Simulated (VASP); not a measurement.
Set up this calculation in VASP 6.6.1, as the native input.

* Task: single point
* Functional: LDA
* Potentials or basis: VASP PAW LDA potentials, release 64 (Zn, Se)
* Cutoff: 500 eV
* k mesh: 8 × 8 × 8
* Occupations: gaussian, width 0.02 eV
* Spin: no spin polarisation
* Dipole correction: no
* Further INCAR settings: ALGO = Normal; EDIFF = 1e-06; NBANDS = 16

The structure of ZnSe lies in POSCAR:

```
ZnSe
1.0
    0.0000000000      2.7836602982      2.7836602982
    2.7836602982      0.0000000000      2.7836602982
    2.7836602982      2.7836602982      0.0000000000
Zn Se
1 1
Direct
    0.0000000000      0.0000000000      0.0000000000
    0.2500000000      0.2500000000      0.2500000000
```

These files were run (other wordings do the same):

INCAR

```
SYSTEM = ZnSe
  ALGO = Normal
  EDIFF = 1E-6
  ENCUT = 500
  GGA = CA
  GGA_COMPAT = .FALSE.
  ISIF = 2
  ISMEAR = 0
  LASPH = .TRUE.
  LCHARG = .TRUE.
  LELF = .TRUE.
  LREAL = .FALSE.
  LVHAR = .TRUE.
  LWAVE = .FALSE.
  NBANDS = 16
  NELM = 120
  PREC = Accurate
  SIGMA = 0.02
```

KPOINTS

```
k-points
0
G
  8 8 8
  0 0 0
```

Potentials or basis: VASP PAW LDA potentials, release 64 (Zn, Se).

The run is started by

```sh
$ cat potpaw_LDA.64/Zn/POTCAR potpaw_LDA.64/Se/POTCAR > POTCAR
$ mpirun -np 1 vasp_std > vasp.out
```

Results of the run:

The pressure is 0.4 GPa. The band gap on the k mesh is 1.29 eV.

Run time: 27 s on 1 thread of Intel Xeon 8259CL (shared host), peak memory 0.15 GiB.
